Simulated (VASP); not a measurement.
# Sb (R-3m) in VASP: further runs, part 2 of 2

VASP 6.6.1. Earlier steps stand in the parts before.

## 3. Single point, PBE (equal xy, yz and zx shear strains of -2 %)

The input, INCAR:

```
ALGO = Normal ; EDIFF = 1E-6
ENCUT = 520 ; GGA = PE
ISIF = 2 ; ISMEAR = -1
LASPH = T ; LCHARG = F
LREAL = F ; LWAVE = F
NBANDS = 8 ; NELM = 60
PREC = Accurate ; SIGMA = 0.05
```

The input, KPOINTS:

```
k-points
0
Gamma
  13 13 13
```

The input, POSCAR:

```
Sb
1.0
    3.1600000000     -0.0316000000     -0.0316000000
   -0.0316000000      3.1600000000     -0.0316000000
   -0.0316000000     -0.0316000000      3.1600000000
Sb
1
Direct
    0.0000000000      0.0000000000      0.0000000000
```

Potentials or basis: VASP PAW PBE potentials, release 64 (Sb).

Started as:

```
$ cat potpaw_PBE.64/Sb/POTCAR > POTCAR
$ mpirun -np 1 vasp_std > vasp.out
```

OUTCAR:

```text
EDIFF = 1E-6
   ENCUT = 520
   GGA = PE
   ISIF = 2
   ISMEAR = -1
   LASPH = T
   LREAL = F
   NELM = 60
   PREC = Accurate

 ion  position               nearest neighbor table
   1  0.000  0.000  0.000-

  LATTYP: Found a trigonal (rhomboedric) cell.
 ALAT       =     3.1603159842
 COS(alpha) =    -0.0198960208

  Lattice vectors:

 A1 = (   3.1600000000,  -0.0316000000,  -0.0316000000)
 A2 = (  -0.0316000000,   3.1600000000,  -0.0316000000)
 A3 = (  -0.0316000000,  -0.0316000000,   3.1600000000)

Analysis of symmetry for initial positions (statically):
=====================================================================
 Subroutine PRICEL returns:
 Original cell was already a primitive cell.

 Routine SETGRP: Setting up the symmetry group for a
 trigonal (rhombohedral) supercell.

 Subroutine GETGRP returns: Found 12 space group operations
 (whereof 12 operations were pure point group operations)
 out of a pool of 12 trial point group operations.

The static configuration has the point symmetry D_3d.

[... 160 lines left out ...]
 cond. band min:       6.5039110416   @ k =  -0.3846   0.3077   0.3077
 fundamental gap:      0.0675821242
 Fermi energy:         6.4969377050

 k-point     1 :       0.0000    0.0000    0.0000
  band No.  band energies     occupation
      1      -5.5212      2.00000
      2       9.4857      0.00000
      3       9.6226      0.00000
      4       9.6226      0.00000
      5      13.3223      0.00000
      6      13.3223      0.00000
      7      14.3776      0.00000
      8      23.7183      0.00000
[... 243 lines left out ...]
 k-point    24 :       0.4615    0.1538    0.0000
  band No.  band energies     occupation
      1      -3.0298      2.00000
      2       1.6504      2.00000
      3       8.7225      0.00000
      4      11.6646      0.00000
      5      13.8842      0.00000
      6      16.2279      0.00000
      7      17.8900      0.00000
      8      18.0657      0.00000

 [... further k-points ...]

------------------------ aborting loop because EDIFF is reached ----------------------------------------

  FORCE on cell =-STRESS in cart. coord.  units (eV):
  Direction    XX          YY          ZZ          XY          YZ          ZX
  --------------------------------------------------------------------------------------
  -------------------------------------------------------------------------------------
  Total       -0.5028429     -0.5028429     -0.5028429      0.0578948      0.0578948      0.0578948
  in kB      -25.5395281    -25.5395281    -25.5395281      2.9404917      2.9404917      2.9404917
  external PRESSURE =     -25.5395281 kB  Pullay stress =       0.0000000 kB

 VOLUME and BASIS-vectors are now :
 -----------------------------------------------------------------------------
  energy-cutoff  :      520.00
  volume of cell :       31.54
      direct lattice vectors                 reciprocal lattice vectors
     3.160000000 -0.031600000 -0.031600000     0.316519640  0.003197168  0.003197168
    -0.031600000  3.160000000 -0.031600000     0.003197168  0.316519640  0.003197168
    -0.031600000 -0.031600000  3.160000000     0.003197168  0.003197168  0.316519640

 POSITION                                       TOTAL-FORCE (eV/Angst)
 -----------------------------------------------------------------------------------
      0.00000      0.00000      0.00000        -0.000000      0.000000      0.000000
 -----------------------------------------------------------------------------------
    total drift:                               -0.000000      0.000000      0.000000

  FREE ENERGIE OF THE ION-ELECTRON SYSTEM (eV)
  ---------------------------------------------------
  free  energy   TOTEN  =        -4.0920175658 eV

  energy  without entropy=       -4.0892479032  energy(sigma->0) =       -4.09063273
```

stdout:

```text
POSCAR found type information on POSCAR Sb
 POSCAR found :  1 types and       1 ions
 scaLAPACK will be used
 LDA part: xc-table for (Slater+PW92), standard interpolation
 POSCAR, INCAR and KPOINTS ok, starting setup
 FFT: planning ... GRIDC
 FFT: planning ... GRID_SOFT
 FFT: planning ... GRID
 WAVECAR not read
 entering main loop
```

It took 22 s on 1 thread of Intel Xeon Platinum 8488C (Sapphire Rapids), shared host; peak memory 0.18 GiB.

Results:

```
Free energy : -4.0920 eV
Pressure    : -2.6 GPa
```

Stress tensor (GPa, compression positive):
```
-2.55  0.29  0.29
 0.29 -2.55  0.29
 0.29  0.29 -2.55
```

Caveat: the cell differs from its parent crystal (equal xy, yz and zx shear strains of -2 %); spin-orbit coupling is left out, which moves the levels of the heavy elements.
